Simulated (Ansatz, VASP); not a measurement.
# Ir: VASP beside Ansatz

File INCAR:

```
PREC = Accurate
ENCUT = 500
EDIFF = 1E-6
ISMEAR = 0
SIGMA = 0.15
LREAL = False
LASPH = True
NELM = 120
ALGO = Normal
ISIF = 2
LWAVE = False
LCHARG = True
LELF = True
LVHAR = True
NBANDS = 14
GGA_COMPAT = False
```

Contents of KPOINTS:

```
regular mesh
0
Gamma
  8 8 8
```

POSCAR

```
Ir
1.0
    0.0000000000      2.2161317680      1.4404856492
    2.2161317680      0.0000000000      1.4404856492
    2.2161317680      2.2161317680      0.0000000000
Ir
1
Direct
    0.0000000000      0.0000000000      0.0000000000
```

Input for Ansatz:

```yaml
crystal:
  lattice:
    - [0.0, 2.216131768, 1.4404856492]
    - [2.216131768, 0.0, 1.4404856492]
    - [2.216131768, 2.216131768, 0.0]
  atoms:
    - { symbol: Ir, position: [0.0, 0.0, 0.0] }
basis:
  ecutwfc: 420
kpoints:
  mp_grid: { grid: [8, 8, 8] }
hamiltonian:
  xc: lda
scf:
  occupations: { method: gaussian, width: 0.15 }
output:
  forces: true
  stress: true
  eigenvalues: true
```

Alike in both runs: task single point; functional LDA; k mesh 8 × 8 × 8; occupations gaussian, width 0.15 eV; no spin polarisation.

```csv
,VASP,Ansatz
version,VASP 6.6.1,Ansatz 0.2.0
potentials or method,"VASP PAW LDA potentials, release 64 (Ir_sv_GW), cutoff 500 eV","scalar-relativistic, plane waves, PAW"
valence electrons in the cell,17,17
```

```tsv
	VASP	Ansatz	Ansatz less VASP
gap on the k mesh at the Fermi level (eV)	none	none	-
pressure (GPa)	1.0	2.8	+1.81
traceless stress, the component that is largest in VASP (GPa)	-27.00	-27.24	-0.248
```

LDA's correlation is that of Perdew and Zunger in VASP and of Perdew and Wang (1992) in Ansatz. A gap of «none» marks a metal or a gap that the smearing closes.

The k mesh is coarse, so the values compare programs but aren't converged. Neither program's run includes spin-orbit coupling.
